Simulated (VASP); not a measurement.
A run of VASP 6.6.1:

File INCAR:

```
SYSTEM = Al2O3
ALGO = Normal
EDIFF = 1E-8
ENCUT = 520
GGA = CA
ISIF = 2
ISMEAR = -1
LASPH = .True.
LCHARG = .False.
LEFG = .True.
LREAL = .False.
LWAVE = .False.
NBANDS = 35
NELM = 100
PREC = Accurate
SIGMA = 0.02
```

KPOINTS

```
k-points
0
Gamma
  8 8 8
  0 0 0
```

Contents of POSCAR:

```
Al2O3
1.0
    2.3802500000      1.3742379782      4.3318666667
   -2.3802500000      1.3742379782      4.3318666667
    0.0000000000     -2.7484759565      4.3318666667
Al O
4 6
Direct
    0.3520823946      0.3520823946      0.3520823946
    0.1479176054      0.1479176054      0.1479176054
    0.6479176054      0.6479176054      0.6479176054
    0.8520823946      0.8520823946      0.8520823946
    0.5564629985      0.9435370015      0.2500000000
    0.2500000000      0.5564629985      0.9435370015
    0.9435370015      0.2500000000      0.5564629985
    0.4435370015      0.0564629985      0.7500000000
    0.7500000000      0.4435370015      0.0564629985
    0.0564629985      0.7500000000      0.4435370015
```

Potentials or basis: VASP PAW LDA potentials, release 64 (Al, O).

The run is started by

```bash
$ cat potpaw_LDA.64/Al/POTCAR potpaw_LDA.64/O/POTCAR > POTCAR
$ mpirun -np 1 vasp_std > vasp.out
```

Hardware: 1 thread of Intel(R) Xeon(R) Platinum 8488C (Sapphire Rapids), with other jobs on the host.

Q: Estimate the wall time of this run.

A: Wall time 2.9 min on 1 thread of Intel(R) Xeon(R) Platinum 8488C (Sapphire Rapids), with other jobs on the host, peak memory 0.27 GiB. Counts: scf iterations 14, k points 65.
